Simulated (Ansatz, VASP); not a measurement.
**Bi in VASP and in Ansatz**

```
Bi
1.0
    -1.93777    1.93777    1.66880
     1.93777   -1.93777    1.66880
     1.93777    1.93777   -1.66880
Bi
1
Cartesian
  0.0000 0.0000 0.0000
```

Alike in both runs: task single point; functional PBEsol; dispersion D3(BJ); k mesh 18 × 18 × 18; occupations gaussian, width 0.15 eV; no spin polarisation.

|  | VASP | Ansatz |
| --- | --- | --- |
| version | VASP 6.6.1 | Ansatz 0.2.0 |
| potentials or method | VASP PAW PBE potentials, release 64 (Bi_d), cutoff 520 eV | scalar-relativistic, plane waves, PAW |
| valence electrons in the cell | 15 | 15 |

```tsv
	VASP	Ansatz	Ansatz less VASP
gap on the k mesh at the Fermi level (eV)	none	none	-
pressure (GPa)	12.8	12.9	+0.05
traceless stress, the component that is largest in VASP (GPa)	2.23	2.24	+0.002
```

VASP's potentials were made for PBE, not for PBEsol. A gap of «none» marks a metal or a gap that the smearing closes.

Neither program's run includes spin-orbit coupling.
